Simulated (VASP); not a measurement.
Here is a VASP 6.6.1 calculation.

Contents of INCAR:

```
PREC = Accurate
ENCUT = 520
EDIFF = 1E-6
ISMEAR = 0
SIGMA = 0.02
LREAL = False
LASPH = True
NELM = 60
ALGO = Normal
ISIF = 2
LWAVE = False
LCHARG = False
GGA = PS
NBANDS = 28
```

KPOINTS

```
regular mesh
0
Gamma
  8 8 8
```

POSCAR

```
BaTiO3
1.0
    4.0148208403      0.0000000000      0.0000000000
    0.0000000000      4.0148208403      0.0000000000
    0.0000000000      0.0000000000      3.9749855364
Ba Ti O
1 1 3
Direct
    0.5000000000      0.5000000000      0.5792815387
    0.0000000000      0.0000000000      0.0915292544
    0.0000000000      0.5000000000      0.0656373944
    0.5000000000      0.0000000000      0.0656373944
    0.0000000000      0.0000000000      0.5579114081
```

Potentials or basis: VASP PAW PBE potentials, release 64 (Ba_sv, Ti_sv, O).

Command:

```bash
$ cat potpaw_PBE.64/Ba_sv/POTCAR potpaw_PBE.64/Ti_sv/POTCAR potpaw_PBE.64/O/POTCAR > POTCAR
$ mpirun -np 1 vasp_std > vasp.out
```

**Question.** What does it give for the band gap on the k mesh?

**Answer.** 1.74 eV (least direct gap 2.03 eV).

**Question.** Predict the largest force.

**Answer.** 0.046 eV/Å.

Forces on the atoms (eV/Å):
```
Ba   0.000  0.000 -0.025
Ti   0.000  0.000 -0.045
O    0.000  0.000  0.012
O    0.000  0.000  0.012
O    0.000  0.000  0.046
```

Caveat: the cell differs from its parent crystal (biaxial strain in the a-b plane: +1.5 %, then relaxed in part); the PAW data sets were made with another functional, which shifts forces and pressure a little; spin-orbit coupling is left out, which moves the levels of the heavy elements. A k mesh can miss the band edges.
